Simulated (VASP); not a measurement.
Here is a VASP 6.6.1 calculation.

File INCAR:

```
PREC = Accurate
ENCUT = 520
EDIFF = 1E-7
ISMEAR = 0
SIGMA = 0.15
LREAL = F
LASPH = T
NELM = 60
ALGO = Normal
ISIF = 2
LWAVE = F
LCHARG = F
GGA = PE
NBANDS = 13
```

Contents of KPOINTS:

```
Automatic mesh
0
Gamma
  20 20 18
```

File POSCAR:

```
Ge
1.0
    1.4320777250     -2.6655289000      0.0000000000
    1.4320777250      2.6655289000      0.0000000000
    0.0000000000      0.0000000000      2.6307752250
Ge
1
Direct
    0.5000000000      0.5000000000      0.0000000000
```

Potentials or basis: VASP PAW PBE potentials, release 64 (Ge_d).

Launch:

```console
$ cat potpaw_PBE.64/Ge_d/POTCAR > POTCAR
$ mpirun -np 1 vasp_std > vasp.out
```

Task: What does it give for the pressure?

Result: -1.8 GPa.

Task: Estimate the band gap on the k mesh.

Result: Zero (bands 7 and 8 overlap by 9.20 eV).

Stress tensor (GPa, compression positive):
```
-3.70  0.00  0.00
 0.00 -5.21  0.00
 0.00  0.00  3.56
```

Caveat: the cell differs from its parent crystal (strain +0.025 along x and y, -0.025 along z).
